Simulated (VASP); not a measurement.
Wanted: the native input for a VASP 6.6.1 run.

* Task: single point
* Functional: PBE
* Potentials or basis: VASP PAW PBE potentials, release 64 (Cd, S)
* Cutoff: 520 eV
* k mesh: 15 × 15 × 15
* Occupations: fermi-dirac, width 0.08 eV
* Spin: no spin polarisation
* Dipole correction: no
* Further INCAR settings: ALGO = Normal; EDIFF = 1e-06; NBANDS = 16

The structure of CdS (rocksalt type) lies in POSCAR:

```
CdS
1.0
    0.0000000000      2.4400294997      2.4400294997
    2.4400294997      0.0000000000      2.4400294997
    2.4400294997      2.4400294997      0.0000000000
Cd S
1 1
Direct
    0.0000000000      0.0000000000      0.0000000000
    0.5000000000      0.5000000000      0.5000000000
```

These files were run (other wordings do the same):

INCAR

```
PREC = Accurate ; ENCUT = 520
EDIFF = 1E-6 ; ISMEAR = -1
SIGMA = 0.08 ; LREAL = F
LASPH = T ; NELM = 100
ALGO = Normal ; ISIF = 2
LWAVE = F ; LCHARG = F
GGA = PE ; NBANDS = 16
```

KPOINTS

```
Automatic mesh
0
Gamma
  15 15 15
```

Potentials or basis: VASP PAW PBE potentials, release 64 (Cd, S).

Launch:

```console
$ cat potpaw_PBE.64/Cd/POTCAR potpaw_PBE.64/S/POTCAR > POTCAR
$ mpirun -np 1 vasp_std > vasp.out
```

It gave:

- Pressure: 61.0 GPa

It took 54 s on 1 thread of Intel(R) Xeon(R) Platinum 8488C (Sapphire Rapids), with other jobs on the host, peak memory 0.19 GiB.
